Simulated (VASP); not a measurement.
# Zn: single point with PBE

Zn:

```
Zn
1.0
     2.68768    0.00000    0.00000
    -1.34384    2.32760    0.00000
     0.00000    0.00000    4.99889
Zn
2
Direct
  0.66667 0.33333 0.75000
  0.33333 0.66667 0.25000
```

```yaml
Program: VASP 6.6.1
Task: single point
Functional: PBE
Potentials_or_basis: VASP PAW PBE potentials, release 64 (Zn)
Cutoff: 520 eV
k_mesh: 11 × 11 × 6
Occupations: fermi-dirac, width 0.05 eV
Spin: no spin polarisation
```

```yaml
Pressure: -1.7 GPa
Band_gap_on_the_k_mesh: zero (band 12 reaches 4.62 eV, above the bottom of band 13 at -0.16 eV)
```

Stress tensor (GPa, compression positive):
```
-1.56  0.00  0.00
 0.00 -1.56  0.00
 0.00  0.00 -1.99
```

Levels at points of the mesh, in eV from the Fermi level:
```
           k point  band 8  band 9  band 10  band 11  band 12  band 13  band 14  band 15  band 16  band 17
(0.00, 0.00, 0.00)   -7.13   -7.13    -6.94    -6.94    -3.38    -2.96    13.43    17.04    17.22    17.22
(0.00, 0.00, 0.50)   -7.41   -7.02    -7.02    -7.02    -7.02     4.59     4.59    18.47    18.47    18.47
```

Run time: 20 s on 1 thread of Intel(R) Xeon(R) Platinum 8488C (Sapphire Rapids) (shared host), peak memory 0.15 GiB.
